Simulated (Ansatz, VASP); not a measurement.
CdSe in VASP and in Ansatz

```
CELL_PARAMETERS angstrom
0.00000 2.84295 2.84295
2.84295 0.00000 2.84295
2.84295 2.84295 0.00000
ATOMIC_POSITIONS crystal
Cd 0.00000 0.00000 0.00000
Se 0.50000 0.50000 0.50000
```

Alike in both runs: task single point; functional PBE; k mesh 6 × 6 × 6; occupations fermi-dirac, width 0.02 eV; non-collinear spin, spin-orbit coupling.

```csv
,VASP,Ansatz
version,VASP 6.6.1,Ansatz 0.2.0
potentials or method,"VASP PAW PBE potentials, release 64 (Cd, Se)","plane waves, PAW"
plane-wave cutoff (eV),500,420
valence electrons in the cell,18,36
```

|  | VASP | Ansatz | Ansatz less VASP |
| --- | --- | --- | --- |
| net moment per atom (μB) | 0.00 | 0.00 | 0.000 |

VASP's potentials hold 18 valence electrons a cell and Ansatz's 36, so a difference there can come from the potentials and not from the codes. Ansatz's warnings: optics on partly filled bands.
